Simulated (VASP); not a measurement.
# Ba (C2/c) in VASP: notebook, part 2 of 2

VASP 6.6.1. Earlier steps stand in the parts before.

## (3) Single point, BLYP (60.21 Å³/atom)

This run uses another cell than the first one, of 60.21 Å³/atom.

INCAR

```
SYSTEM = Ba
  PREC = Accurate
  ENCUT = 520
  EDIFF = 1E-6
  ISMEAR = -1
  SIGMA = 0.1
  LREAL = .FALSE.
  LASPH = .TRUE.
  NELM = 100
  ALGO = Normal
  ISIF = 2
  LWAVE = .FALSE.
  LCHARG = .FALSE.
  GGA = B5
  ALDAX = 1.0
  AGGAX = 1.0
  AGGAC = 1.0
  ALDAC = 0.0
  NBANDS = 17
```

KPOINTS

```
regular mesh
0
G
  10 10 7
  0 0 0
```

POSCAR

```
Ba
1.0
   -3.8235972942      3.8228382067      2.0585575446
    3.8228382067     -3.8235972942      2.0585575446
    3.8254469428      3.8254469428     -2.0599478147
Ba
2
Direct
    0.9999757319      0.0000242681      0.0000000000
    0.7500242681      0.2499757319      0.5000000000
```

Potentials or basis: VASP PAW PBE potentials, release 64 (Ba_sv).

On the command line:

```bash
> cat potpaw_PBE.64/Ba_sv/POTCAR > POTCAR
> mpirun -np 1 vasp_std > vasp.out
```

OUTCAR:

```text
SYSTEM = Ba
   PREC = Accurate
   ENCUT = 520
   EDIFF = 1E-6
   ISMEAR = -1
   LREAL = .FALSE.
   LASPH = .TRUE.
   NELM = 100
   ISIF = 2
   GGA = B5

 ion  position               nearest neighbor table
   1  1.000  0.000  0.000-   2 3.96   2 3.96   2 3.96   2 3.96
   2  0.750  0.250  0.500-   1 3.96   1 3.96   1 3.96   1 3.96

  Warning from LATTYP: Got some problem with cell dimensions!
  Tried to take original basis but could not verify dimensions!
  LATTYP: Found a base centered monoclinic cell.
 ALAT       =     4.1171152292
 B/A-ratio  =     2.6265217725
 C/A-ratio  =     1.4055757382
 COS(beta)  =    -0.3552421372

  Lattice vectors:

 A1 = (   3.8235972942,  -3.8228382067,  -2.0585575446)
 A2 = (  -3.8228382067,   3.8235972942,  -2.0585575446)
 A3 = (   3.8246878553,   3.8246878553,   2.0571672745)

Analysis of symmetry for initial positions (statically):
=====================================================================
 Subroutine PRICEL returns:
 Original cell was already a primitive cell.

[... 167 lines left out ...]
  free energy    TOTEN  =        -2.14682089 eV

  energy without entropy =       -2.06516900  energy(sigma->0) =       -2.10599494

 E-fermi :   2.2171     XC(G=0):  -7.0606

 val. band max:        2.2136319891   @ k =  -0.2000  -0.2000   0.2857
 cond. band min:       2.2275942759   @ k =  -0.2000  -0.3000   0.2857
 fundamental gap:      0.0139622867
 Fermi energy:         2.2171408488

 k-point     1 :       0.0000    0.0000    0.0000
  band No.  band energies     occupation
      1     -26.8088      2.00000
      2     -26.6888      2.00000
      3     -12.2901      2.00000
      4     -12.2894      2.00000
      5     -11.7467      2.00000
      6     -11.7394      2.00000
[... 457 lines left out ...]
      4     -12.1445      2.00000
      5     -12.1005      2.00000
      6     -11.9810      2.00000
[... 9 lines left out ...]
     16       4.8531      0.00000
     17       4.9332      0.00000

 [... further k-points ...]

------------------------ aborting loop because EDIFF is reached ----------------------------------------

  FORCE on cell =-STRESS in cart. coord.  units (eV):
  Direction    XX          YY          ZZ          XY          YZ          ZX
  --------------------------------------------------------------------------------------
  -------------------------------------------------------------------------------------
  Total        0.5392565      0.5392565      0.5859286      0.0008975     -0.0000298     -0.0000298
  in kB        7.1748842      7.1748842      7.7958630      0.0119413     -0.0003968     -0.0003969
  external PRESSURE =       7.3818771 kB  Pullay stress =       0.0000000 kB

 VOLUME and BASIS-vectors are now :
 -----------------------------------------------------------------------------
  energy-cutoff  :      520.00
  volume of cell :      120.42
      direct lattice vectors                 reciprocal lattice vectors
    -3.823597294  3.822838207  2.058557545     0.000012525  0.130792416  0.242912639
     3.822838207 -3.823597294  2.058557545     0.130792416  0.000012525  0.242912639
     3.825446943  3.825446943 -2.059947815     0.130716660  0.130716660  0.000048201

 POSITION                                       TOTAL-FORCE (eV/Angst)
 -----------------------------------------------------------------------------------
     -3.82341      3.82265      2.05856        -0.000469      0.000469     -0.000000
      0.00055      3.82414      1.02858         0.000469     -0.000469      0.000000
 -----------------------------------------------------------------------------------
    total drift:                               -0.000000      0.000000     -0.000000

  FREE ENERGIE OF THE ION-ELECTRON SYSTEM (eV)
  ---------------------------------------------------
  free  energy   TOTEN  =        -2.1468208944 eV

  energy  without entropy=       -2.0651689953  energy(sigma->0) =       -2.10599494
```

OSZICAR:

```text
N       E                     dE             d eps       ncg     rms          rms(c)
DAV:   1     0.141138091184E+03    0.14114E+03   -0.82515E+03  6664   0.975E+02
DAV:   2     0.708304486678E+01   -0.13406E+03   -0.13102E+03  9834   0.189E+02
DAV:   3    -0.182157188019E+01   -0.89046E+01   -0.88383E+01  9056   0.508E+01
DAV:   4    -0.212685451592E+01   -0.30528E+00   -0.30504E+00 10078   0.752E+00
DAV:   5    -0.212937972418E+01   -0.25252E-02   -0.25249E-02  9308   0.722E-01    0.299E+00
DAV:   6    -0.213244724245E+01   -0.30675E-02   -0.17220E-02  8582   0.113E+00    0.178E+00
DAV:   7    -0.214451535210E+01   -0.12068E-01   -0.48354E-02  7421   0.190E+00    0.138E-01
DAV:   8    -0.214680861194E+01   -0.22933E-02   -0.55995E-03  9118   0.510E-01    0.491E-02
DAV:   9    -0.214680146340E+01    0.71485E-05   -0.10004E-04  8613   0.762E-02    0.187E-02
DAV:  10    -0.214682040021E+01   -0.18937E-04   -0.55885E-05  8992   0.603E-02    0.549E-03
DAV:  11    -0.214682089437E+01   -0.49416E-06   -0.11321E-06  7459   0.877E-03
   1 F= -.21468209E+01 E0= -.21059949E+01  d E =-.816519E-01
```

stdout:

```text
POSCAR found type information on POSCAR Ba
 POSCAR found :  1 types and       2 ions
 scaLAPACK will be used
 -----------------------------------------------------------------------------
|                                                                             |
|                                                                             |
|     You enforced a specific xc type in the INCAR file but a different       |
|     I HOPE YOU KNOW WHAT YOU ARE DOING!                                     |
|                                                                             |
 -----------------------------------------------------------------------------

 LDA part: xc-table for (Slater(with rela. corr.)+VWN5), standard interpolation
 POSCAR, INCAR and KPOINTS ok, starting setup
 FFT: planning ... GRIDC
 FFT: planning ... GRID_SOFT
 FFT: planning ... GRID
 WAVECAR not read
 entering main loop
```

Run time: 3.2 min. Hardware: 1 thread of Intel Xeon 6975P-C (Granite Rapids), shared host; peak memory 0.55 GiB.

Results:

* Free energy: -2.1468 eV
* Pressure: 0.7 GPa
* Band gap on the k mesh: zero (bands 10 and 11 overlap by 0.21 eV)

Levels at points of the mesh, in eV from the Fermi level:
```
           k point  band 6  band 7  band 8  band 9  band 10  band 11  band 12  band 13  band 14  band 15
(0.00, 0.00, 0.00)  -13.96  -13.93  -13.93   -2.56    -0.86     0.33     0.39     0.99     2.94     2.94
(0.50, 0.00, 0.00)  -14.17  -14.11  -13.89   -0.63    -0.47     0.28     0.89     1.47     1.84     1.88
(0.50, 0.50, 0.00)  -14.25  -13.93  -13.93   -0.98    -0.98     0.60     0.60     1.51     1.51     2.18
```

Caveat: the PAW data sets were made with another functional, which shifts forces and pressure a little; spin-orbit coupling is left out, which moves the levels of the heavy elements.

## (4) Single point, BLYP (62.83 Å³/atom)

This run uses another cell than the first one, of 62.83 Å³/atom.

INCAR

```
SYSTEM = Ba
PREC = Accurate ; ENCUT = 520
EDIFF = 1E-6 ; ISMEAR = -1
SIGMA = 0.1 ; LREAL = .False.
LASPH = .True. ; NELM = 60
ALGO = Normal ; ISIF = 2
LWAVE = .False. ; LCHARG = .False.
GGA = B5 ; ALDAX = 1.0
AGGAX = 1.0 ; AGGAC = 1.0
ALDAC = 0.0 ; NBANDS = 17
```

KPOINTS

```
Automatic mesh
0
Gamma
  10 10 7
  0 0 0
```

POSCAR

```
Ba
1.0
   -3.8782274935      3.8774575605      2.0879694832
    3.8774575605     -3.8782274935      2.0879694832
    3.8801035693      3.8801035693     -2.0893796170
Ba
2
Direct
    0.9999757319      0.0000242681      0.0000000000
    0.7500242681      0.2499757319      0.5000000000
```

On the command line:

```bash
> cat potpaw_PBE.64/Ba_sv/POTCAR > POTCAR
> mpirun -np 1 vasp_std > vasp.out
```

Wall time 3.2 min (1 thread of Intel Xeon 6975P-C (Granite Rapids), shared host); peak memory 0.56 GiB.

The run converged. Its results:

```
Free energy            : -2.1649 eV
Pressure               : 0.4 GPa
Band gap on the k mesh : zero (bands 10 and 11 overlap by 0.19 eV)
```

Levels at points of the mesh, in eV from the Fermi level:
```
           k point  band 7  band 8  band 9  band 10  band 11  band 12  band 13  band 14
(0.00, 0.00, 0.00)  -14.01  -14.01   -2.55    -0.79     0.31     0.40     0.97     2.85
(0.50, 0.00, 0.00)  -14.17  -13.98   -0.62    -0.42     0.28     0.85     1.34     1.80
(0.50, 0.50, 0.00)  -14.01  -14.01   -1.01    -1.01     0.59     0.59     1.44     1.44
```

Caveat: the PAW data sets were made with another functional, which shifts forces and pressure a little; spin-orbit coupling is left out, which moves the levels of the heavy elements.

## (5) Overview

```tsv
cell	gap on the mesh (eV)	pressure (GPa)
a = 5.700, b = 5.700, c = 5.704 Å, angles 97.3, 97.3, 138.3°, 2 atoms	none	1.2
a = 5.785, b = 5.785, c = 5.789 Å, angles 97.3, 97.3, 138.3°, 2 atoms	none	0.7
a = 5.868, b = 5.868, c = 5.872 Å, angles 97.3, 97.3, 138.3°, 2 atoms	none	0.4
```

Alike in all rows: task single point; level BLYP; potentials or basis VASP PAW PBE potentials, release 64 (Ba_sv); no spin polarisation; k mesh 10 × 10 × 7; cutoff (eV) 520; smearing fermi-dirac 0.1 eV.

Caveats: the PAW data sets were made with another functional, which shifts forces and pressure a little; spin-orbit coupling is left out, which moves the levels of the heavy elements.

Absolute energies hang on the potentials; compare differences alone.
